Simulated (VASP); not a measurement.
Here is a VASP 6.6.1 calculation.

INCAR

```
SYSTEM = Pd
PREC     = Accurate       ! precision mode
ENCUT    = 520            ! plane-wave cutoff, eV
EDIFF    = 1E-7           ! SCF threshold, eV
ISMEAR   = 1              ! smearing method
SIGMA    = 0.1            ! smearing width, eV
LREAL    = .False.        ! projectors in reciprocal space
LASPH    = .True.         ! aspherical terms in the spheres
NELM     = 80             ! most SCF steps
ALGO     = Normal         ! electronic algorithm
ISIF     = 2              ! what is computed and relaxed
LWAVE    = .False.        ! write WAVECAR
LCHARG   = .True.         ! write CHGCAR
GGA      = PS             ! functional
LELF     = .True.         ! ELF
LVHAR    = .True.       
NBANDS   = 28             ! bands
```

KPOINTS

```
Automatic mesh
0
Gamma
  10 10 3
  0 0 0
```

Contents of POSCAR:

```
Pd
1.0
    2.7869030075      0.0000000000      0.0000000000
   -1.3934515038      2.4135289320      0.0000000000
    0.0000000000      0.0000000000      9.1987364129
Pd
4
Direct
    0.0000000000      0.0000000000      0.0000000000
    0.3333333333      0.6666666667      0.2500000000
    0.0000000000      0.0000000000      0.5000000000
    0.6666666667      0.3333333333      0.7500000000
```

Potentials or basis: VASP PAW PBE potentials, release 64 (Pd).

Command:

```sh
$ cat potpaw_PBE.64/Pd/POTCAR > POTCAR
$ mpirun -np 1 vasp_std > vasp.out
```

(1) What does it give for the band gap on the k mesh?

(2) Estimate the pressure.

Results:

(1) zero (band 20 reaches 9.04 eV, above the bottom of band 21 at 8.20 eV).

(2) -10.6 GPa.

Caveat: the PAW data sets were made with another functional, which shifts forces and pressure a little.
